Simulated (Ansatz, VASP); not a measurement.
# Si in VASP and in Ansatz

```
Si
1.0
     0.00000    5.43000    5.43000
     5.43000    0.00000    5.43000
     5.43000    5.43000    0.00000
Si
17
Direct
  0.97289 0.97337 0.08074
  0.12894 0.12944 0.13577
  0.01176 0.01261 0.50806
  0.10115 0.10147 0.69616
  0.01552 0.49940 0.98611
  0.12894 0.60623 0.13578
  0.01196 0.46786 0.50803
  0.14928 0.61838 0.61473
  0.49895 0.01588 0.98610
  0.60576 0.12943 0.13576
  0.46750 0.01254 0.50807
  0.61777 0.14955 0.61467
  0.49887 0.49942 0.98611
  0.64574 0.64611 0.06232
  0.51906 0.51932 0.44250
  0.61746 0.61847 0.61472
  0.82000 0.81953 0.54058
```

Alike in both runs: functional PBEsol; k mesh 2 × 2 × 2; occupations fermi-dirac, width 0.02 eV; no spin polarisation.

Ansatz relaxed the structure, and its values are those at the end. VASP's run is a single point on that final structure, the one shown.

```csv
,VASP,Ansatz
version,VASP 6.6.1,Ansatz 0.2.0
potentials or method,"VASP PAW PBE potentials, release 64 (Si), cutoff 520 eV","scalar-relativistic, plane waves, PAW"
valence electrons in the cell,68,68
```

```csv
,VASP,Ansatz,Ansatz less VASP
rms of the force components (eV/Å),0.033,0.033,-0.0003
```

VASP's potentials were made for PBE, not for PBEsol, and Ansatz warns of the same on its side.

The k mesh is coarse, so the values compare programs but aren't converged.
